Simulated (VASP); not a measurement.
Input of a VASP 6.6.1 run:

Contents of INCAR:

```
PREC = Accurate
ENCUT = 520
EDIFF = 1E-6
ISMEAR = -1
SIGMA = 0.02
LREAL = Auto
LASPH = True
NELM = 80
ALGO = Normal
ISIF = 2
LWAVE = False
LCHARG = False
GGA = CA
IBRION = 2
NSW = 35
EDIFFG = -0.3
```

Contents of KPOINTS:

```
Automatic mesh
0
Gamma
  1 1 1
```

File POSCAR:

```
C2SO2
1.0
    7.5066610000      0.0000000000      0.0000000000
    0.0000000000      7.5066610000      0.0000000000
    0.0000000000      0.0000000000      7.5066610000
O C S
6 6 3
Direct
    0.6782429000      0.5549052000     -0.0506241000
    0.0543398000      0.9914631000      0.5325528000
    0.3264231000      0.3218321000      0.5620497000
    0.9376018000      0.4244503000      0.6528206000
    0.6729506000      0.0788113000      0.7547395000
    0.4162294000      0.0663942000      0.2722778000
    0.6425966000      0.5690155000      0.1016514000
    0.0911093000      0.9542092000      0.6805992000
    0.2955898000      0.3517265000      0.7130902000
    0.8903384000      0.5449447000      0.5707807000
    0.6968650000      0.2103975000      0.6799301000
    0.5062346000     -0.0526841000      0.2375975000
    0.5952608000      0.5877530000      0.3038625000
    0.1399365000      0.9047386000      0.8771944000
    0.2546454000      0.3914241000      0.9136612000
```

Potentials or basis: VASP PAW LDA potentials, release 64 (O, C, S).

Run with:

```sh
$ cat potpaw_LDA.64/O/POTCAR potpaw_LDA.64/C/POTCAR potpaw_LDA.64/S/POTCAR > POTCAR
$ mpirun -np 1 vasp_gam > vasp.out
```

Problem. What does it give for the energy gained by relaxing?

Solution. 30.2 meV/atom.

Problem. Estimate the band gap on the k mesh.

Solution. 4.39 eV.

Final structure:
```
O C S
1.0
     7.50666    0.00000    0.00000
     0.00000    7.50666    0.00000
     0.00000    0.00000    7.50666
O C S
6 6 3
Direct
  0.67967 0.55989 0.94993
  0.05214 0.99397 0.53448
  0.32558 0.32215 0.56635
  0.95467 0.43760 0.64495
  0.67887 0.07054 0.76270
  0.40604 0.06921 0.27955
  0.64158 0.55861 0.10132
  0.08956 0.95200 0.67937
  0.30190 0.35455 0.71674
  0.90173 0.56205 0.57709
  0.65991 0.19276 0.67560
  0.51030 0.97628 0.22142
  0.59478 0.55780 0.30245
  0.13620 0.90198 0.87397
  0.26544 0.39000 0.91625
```

Caveat: the k points lie up to 0.84 Å⁻¹ apart.
